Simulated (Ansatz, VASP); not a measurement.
# ReS3: VASP beside Ansatz

```
CELL_PARAMETERS angstrom
-2.78524 2.78524 2.78524
2.78524 -2.78524 2.78524
2.78524 2.78524 -2.78524
ATOMIC_POSITIONS crystal
Re 0.00000 0.00000 0.00000
S 0.00000 0.50000 0.50000
S 0.50000 0.00000 0.50000
S 0.50000 0.50000 0.00000
```

Alike in both runs: task relaxation of cell and atoms; functional PBE; k mesh 4 × 4 × 4; occupations gaussian, width 0.1 eV; collinear spin.

|  | VASP | Ansatz |
| --- | --- | --- |
| version | VASP 6.6.1 | Ansatz 0.2.0 |
| potentials or method | VASP PAW PBE potentials, release 64 (Re, S), cutoff 600 eV | scalar-relativistic, plane waves, PAW |
| valence electrons in the cell | 25 | 33 |

```csv
,VASP,Ansatz,Ansatz less VASP
"gap on the k mesh at the Fermi level, each at its own relaxed structure (eV)",none,none,-
net moment per atom (μB),0.00,0.00,0.000
relaxed volume (Å³/atom),14.93,14.84,-0.085
relaxed cell length with the largest relative difference (Å),4.265,4.257,-0.0081
```

A gap of «none» marks a metal or a gap that the smearing closes. VASP's potentials hold 25 valence electrons a cell and Ansatz's 33, so a difference there can come from the potentials and not from the codes. Ansatz's warnings: seeded moment not kept.

The k mesh is coarse, so the values compare programs but aren't converged. Spin-orbit coupling is off throughout. Noted on VASP's run: the volume moved by over 15 % at a fixed basis, so the end points are rough.
